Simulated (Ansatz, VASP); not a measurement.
## Two plane-wave programs on CdF2

INCAR

```
SYSTEM = CdF2
PREC = Accurate
ENCUT = 520
EDIFF = 1E-6
ISMEAR = 0
SIGMA = 0.05
LREAL = .False.
LASPH = .True.
NELM = 60
ALGO = Normal
ISIF = 2
LWAVE = .False.
LCHARG = .False.
GGA = PE
NBANDS = 20
```

File KPOINTS:

```
Automatic mesh
0
Gamma
  8 8 8
  0 0 0
```

POSCAR

```
CdF2
1.0
    0.0000000000      2.6940000000      2.6940000000
    2.7950250000      0.0000000000      2.6940000000
    2.7950250000      2.6940000000      0.0000000000
Cd F
1 2
Direct
    0.0000000000      0.0000000000      0.0000000000
    0.2500000000      0.2500000000      0.2500000000
    0.7500000000      0.7500000000      0.7500000000
```

Input for Ansatz:

```yaml
crystal:
  lattice:
    - [0.0, 2.694, 2.694]
    - [2.795025, 0.0, 2.694]
    - [2.795025, 2.694, 0.0]
  atoms:
    - { symbol: Cd, position: [0.0, 0.0, 0.0] }
    - { symbol: F, position: [0.25, 0.25, 0.25] }
    - { symbol: F, position: [0.75, 0.75, 0.75] }
basis:
  ecutwfc: 420
kpoints:
  mp_grid: { grid: [8, 8, 8] }
hamiltonian:
  xc: pbe
scf:
  occupations: { method: gaussian, width: 0.05 }
output:
  forces: true
  stress: true
  eigenvalues: true
```

Change from the starting cell: strain +0.0375 x Voigt [1, 0, 0, 0, 0, 0], atoms carried along.

Alike in both runs: task single point; functional PBE; k mesh 8 × 8 × 8; occupations gaussian, width 0.05 eV; no spin polarisation.

|  | VASP | Ansatz |
| --- | --- | --- |
| version | VASP 6.6.1 | Ansatz 0.2.0 |
| potentials or method | VASP PAW PBE potentials, release 64 (Cd, F), cutoff 520 eV | scalar-relativistic, plane waves, PAW |
| valence electrons in the cell | 26 | 34 |

Ansatz gave:

```
gap on the k mesh at the Fermi level (eV)                     : 2.92
least direct gap on the mesh (eV)                             : 3.43
pressure (GPa)                                                : 1.4
traceless stress, the component that is largest in VASP (GPa) : -2.61
```

Task: What did VASP give for the same quantities?

Result: gap on the k mesh at the Fermi level (eV): 2.89; least direct gap on the mesh (eV): 3.40; pressure (GPa): 2.0; traceless stress, the component that is largest in VASP (GPa): -2.57.

VASP's potentials hold 26 valence electrons a cell and Ansatz's 34, so a difference there can come from the potentials and not from the codes.
